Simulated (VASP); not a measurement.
# Ba (Im-3m) in VASP: settings compared, part 2 of 2

VASP 6.6.1. The steps go on from the part before.

**3. Single point, PBEsol**

INCAR

```
SYSTEM = Ba
  PREC = Accurate
  ENCUT = 500
  EDIFF = 1E-6
  ISMEAR = -1
  SIGMA = 0.1
  LREAL = .False.
  LASPH = .True.
  NELM = 120
  ALGO = Normal
  ISIF = 2
  LWAVE = .False.
  LCHARG = .False.
  GGA = PS
  NBANDS = 11
  GGA_COMPAT = .False.
```

KPOINTS

```
regular mesh
0
Gamma
  7 7 7
  0 0 0
```

POSCAR

```
Ba
1.0
   -2.5065000000      2.5065000000      2.5065000000
    2.5065000000     -2.5065000000      2.5065000000
    2.5065000000      2.5065000000     -2.5065000000
Ba
1
Direct
    0.0000000000      0.0000000000      0.0000000000
```

Potentials or basis: VASP PAW PBE potentials, release 64 (Ba_sv).

Run with:

```sh
$ cat potpaw_PBE.64/Ba_sv/POTCAR > POTCAR
$ mpirun -np 1 vasp_std > vasp.out
```

Wall time 7 s (1 thread of Intel Xeon Platinum 8488C (Sapphire Rapids), shared host); peak memory 0.17 GiB.

The run converged. Its results:

- Free energy: -2.1597 eV
- Pressure: -0.6 GPa
- Band gap on the k mesh: zero (bands 5 and 6 overlap by 0.67 eV)

Levels at points of the mesh, in eV from the Fermi level:
```csv
k point,band 1,band 2,band 3,band 4,band 5,band 6,band 7,band 8,band 9,band 10
"(0.00, 0.00, 0.00)",-28.85,-13.78,-13.78,-13.78,-2.76,1.82,1.82,1.82,3.25,3.25
```

Caveat: the PAW data sets were made with another functional, which shifts forces and pressure a little; spin-orbit coupling is left out, which moves the levels of the heavy elements.

**4. Single point, BLYP**

INCAR

```
SYSTEM = Ba
  AGGAC = 1.0
  AGGAX = 1.0
  ALDAC = 0.0
  ALDAX = 1.0
  ALGO = Normal
  EDIFF = 1E-6
  ENCUT = 500
  GGA = B5
  GGA_COMPAT = .FALSE.
  ISIF = 2
  ISMEAR = -1
  LASPH = .TRUE.
  LCHARG = .FALSE.
  LREAL = .FALSE.
  LWAVE = .FALSE.
  NBANDS = 11
  NELM = 120
  PREC = Accurate
  SIGMA = 0.1
```

KPOINTS

```
k-points
0
G
  7 7 7
  0 0 0
```

POSCAR is that of step 3.

Run with:

```sh
$ cat potpaw_PBE.64/Ba_sv/POTCAR > POTCAR
$ mpirun -np 1 vasp_std > vasp.out
```

Run time: 14 s. Hardware: 1 thread of Intel Xeon Platinum 8488C (Sapphire Rapids), shared host; peak memory 0.18 GiB.

The run converged. Its results:

```yaml
Free_energy: -1.2576 eV
Pressure: 0.6 GPa
Band_gap_on_the_k_mesh: zero (bands 5 and 6 overlap by 0.71 eV)
```

Levels at points of the mesh, in eV from the Fermi level:
```csv
k point,band 2,band 3,band 4,band 5,band 6,band 7,band 8,band 9
"(0.00, 0.00, 0.00)",-13.95,-13.95,-13.95,-2.67,1.72,1.72,1.72,3.07
```

Caveat: the PAW data sets were made with another functional, which shifts forces and pressure a little; spin-orbit coupling is left out, which moves the levels of the heavy elements.

**5. Single point, LDA**

INCAR

```
PREC = Accurate
ENCUT = 500
EDIFF = 1E-6
ISMEAR = -1
SIGMA = 0.1
LREAL = False
LASPH = True
NELM = 120
ALGO = Normal
ISIF = 2
LWAVE = False
LCHARG = False
NBANDS = 11
GGA_COMPAT = False
```

KPOINTS

```
regular mesh
0
Gamma
  7 7 7
```

POSCAR is that of step 4.

Potentials or basis: VASP PAW LDA potentials, release 64 (Ba_sv).

Run with:

```sh
$ cat potpaw_LDA.64/Ba_sv/POTCAR > POTCAR
$ mpirun -np 1 vasp_std > vasp.out
```

OUTCAR:

```text
PREC = Accurate
   ENCUT = 500
   EDIFF = 1E-6
   ISMEAR = -1
   LREAL = False
   LASPH = True
   NELM = 120
   ISIF = 2

 ion  position               nearest neighbor table
   1  0.000  0.000  0.000-

  LATTYP: Found a body centered cubic cell.
 ALAT       =     5.0130000000

  Lattice vectors:

 A1 = (  -2.5065000000,   2.5065000000,   2.5065000000)
 A2 = (   2.5065000000,  -2.5065000000,   2.5065000000)
 A3 = (   2.5065000000,   2.5065000000,  -2.5065000000)

Analysis of symmetry for initial positions (statically):
=====================================================================
 Subroutine PRICEL returns:
 Original cell was already a primitive cell.

 Routine SETGRP: Setting up the symmetry group for a
 body centered cubic supercell.

 Subroutine GETGRP returns: Found 48 space group operations
 (whereof 48 operations were pure point group operations)
 out of a pool of 48 trial point group operations.

The static configuration has the point symmetry O_h .

Analysis of symmetry for dynamics (positions and initial velocities):
[... 159 lines left out ...]

 k-point     1 :       0.0000    0.0000    0.0000
  band No.  band energies     occupation
      1     -27.3882      2.00000
      2     -12.3497      2.00000
      3     -12.3497      2.00000
      4     -12.3497      2.00000
      5      -1.3252      2.00000
      6       3.1819      0.00000
      7       3.1819      0.00000
      8       3.1819      0.00000
      9       4.6365      0.00000
     10       4.6365      0.00000
     11       8.4109      0.00000
[... 253 lines left out ...]
 k-point    20 :      -0.4286    0.4286    0.4286
  band No.  band energies     occupation
      1     -27.3143      2.00000
      2     -12.6774      2.00000
      3     -12.6604      2.00000
      4     -12.6604      2.00000
      5       1.0037      1.97132
      6       1.0181      1.96695
      7       4.8457      0.00000
      8       4.8457      0.00000
      9       5.2695      0.00000
     10       5.8639      0.00000
     11       7.2801      0.00000

------------------------ aborting loop because EDIFF is reached ----------------------------------------

  FORCE on cell =-STRESS in cart. coord.  units (eV):
  Direction    XX          YY          ZZ          XY          YZ          ZX
  --------------------------------------------------------------------------------------
  -------------------------------------------------------------------------------------
  Total       -0.4783794     -0.4783794     -0.4783794      0.0000000      0.0000000      0.0000000
  in kB      -12.1680200    -12.1680200    -12.1680200      0.0000000      0.0000000      0.0000000
  external PRESSURE =     -12.1680200 kB  Pullay stress =       0.0000000 kB

 VOLUME and BASIS-vectors are now :
 -----------------------------------------------------------------------------
  energy-cutoff  :      500.00
  volume of cell :       62.99
      direct lattice vectors                 reciprocal lattice vectors
    -2.506500000  2.506500000  2.506500000     0.000000000  0.199481348  0.199481348
     2.506500000 -2.506500000  2.506500000     0.199481348  0.000000000  0.199481348
     2.506500000  2.506500000 -2.506500000     0.199481348  0.199481348  0.000000000

 POSITION                                       TOTAL-FORCE (eV/Angst)
 -----------------------------------------------------------------------------------
      0.00000      0.00000      0.00000        -0.000000     -0.000000      0.000000
 -----------------------------------------------------------------------------------
    total drift:                               -0.000000     -0.000000     -0.000000

  FREE ENERGIE OF THE ION-ELECTRON SYSTEM (eV)
  ---------------------------------------------------
  free  energy   TOTEN  =        -2.2317915926 eV

  energy  without entropy=       -2.1851699362  energy(sigma->0) =       -2.20848076
```

stdout:

```text
POSCAR found type information on POSCAR Ba
 POSCAR found :  1 types and       1 ions
 scaLAPACK will be used
 LDA part: xc-table for (Slater(with rela. corr.)+CA(PZ))
 , standard interpolation
 POSCAR, INCAR and KPOINTS ok, starting setup
 FFT: planning ... GRIDC
 FFT: planning ... GRID_SOFT
 FFT: planning ... GRID
 WAVECAR not read
 entering main loop
```

Run time: 6.1 s. Hardware: 1 thread of Intel Xeon Platinum 8488C (Sapphire Rapids), shared host; peak memory 0.15 GiB.

What came out:

```
Free energy            : -2.2318 eV
Pressure               : -1.2 GPa
Band gap on the k mesh : zero (bands 5 and 6 overlap by 0.66 eV)
```

Levels at points of the mesh, in eV from the Fermi level:
```csv
k point,band 3,band 4,band 5,band 6,band 7,band 8
"(0.00, 0.00, 0.00)",-13.78,-13.78,-2.75,1.76,1.76,1.76
```

Caveat: spin-orbit coupling is left out, which moves the levels of the heavy elements.

**6. Overview**

```tsv
level	potentials or basis	gap on the mesh (eV)	pressure (GPa)
revPBE	VASP PAW PBE potentials, release 64 (Ba_sv)	none	0.6
PBEsol	VASP PAW PBE potentials, release 64 (Ba_sv)	none	-0.6
BLYP	VASP PAW PBE potentials, release 64 (Ba_sv)	none	0.6
LDA	VASP PAW LDA potentials, release 64 (Ba_sv)	none	-1.2
```

Alike in all rows: task single point; no spin polarisation; cell as given; k mesh 7 × 7 × 7; cutoff (eV) 500; smearing fermi-dirac 0.1 eV.

Caveats: spin-orbit coupling is left out, which moves the levels of the heavy elements; the PAW data sets were made with another functional, which shifts forces and pressure a little (at least some runs).

Total energies depend on the potentials used, so only differences within one code and one set of settings carry meaning.
